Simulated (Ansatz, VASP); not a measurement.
**Ba in VASP and in Ansatz**

File POSCAR:

```
Ba
1.0
   -2.5065000000      2.5065000000      2.5065000000
    2.5065000000     -2.5065000000      2.5065000000
    2.5065000000      2.5065000000     -2.5065000000
Ba
1
Direct
    0.0000000000      0.0000000000      0.0000000000
```

File INCAR.step1:

```
SYSTEM = Ba
PREC = Accurate
ENCUT = 600
ISMEAR = 0
SIGMA = 0.1
LREAL = .False.
LASPH = .True.
NELM = 80
GGA = PE
ALGO = Normal
EDIFF = 1E-4
LWAVE = .True.
LCHARG = .False.
```

File INCAR.step2:

```
SYSTEM = Ba
PREC = Accurate
ENCUT = 600
EDIFF = 1E-6
ISMEAR = 0
SIGMA = 0.1
LREAL = .False.
LASPH = .True.
NELM = 80
ALGO = Normal
ISIF = 3
LWAVE = .False.
LCHARG = .False.
METAGGA = R2SCAN
LMIXTAU = .True.
IBRION = 2
NSW = 100
EDIFFG = -0.005
ISTART = 1
```

The input KPOINTS:

```
Automatic mesh
0
Gamma
  12 12 12
  0 0 0
```

Input for Ansatz:

```yaml
crystal:
  lattice:
    - [-2.5065, 2.5065, 2.5065]
    - [2.5065, -2.5065, 2.5065]
    - [2.5065, 2.5065, -2.5065]
  atoms:
    - { symbol: Ba, position: [0.0, 0.0, 0.0] }
basis:
  ecutwfc: 500
kpoints:
  mp_grid: { grid: [12, 12, 12] }
hamiltonian:
  xc: r2scan
scf:
  occupations: { method: gaussian, width: 0.1 }
output:
  forces: true
  stress: true
  eigenvalues: true
  write_density: true
  write_potential: true
  elf: true
  volumetric_format: npy
relax:
  adjacent_minimum: "off"
  f_tol: 0.005
  max_steps: 80
  cell: { stress_tol: 0.05 }
```

Alike in both runs: task relaxation of cell and atoms; functional r2SCAN; k mesh 12 × 12 × 12; occupations gaussian, width 0.1 eV; no spin polarisation.

```csv
,VASP,Ansatz
version,VASP 6.6.1,Ansatz 0.2.0
potentials or method,"VASP PAW PBE potentials, release 64 (Ba_sv), cutoff 600 eV","scalar-relativistic, plane waves, PAW"
valence electrons in the cell,10,10
```

```csv
,VASP,Ansatz,Ansatz less VASP
"gap on the k mesh at the Fermi level, each at its own relaxed structure (eV)",none,none,-
relaxed volume (Å³/atom),65.42,65.08,-0.340
relaxed cell length with the largest relative difference (Å),4.397,4.389,-0.0076
```

VASP's potentials were made for PBE, not for r2SCAN. A gap of «none» marks a metal or a gap that the smearing closes.

Spin-orbit coupling is off throughout.
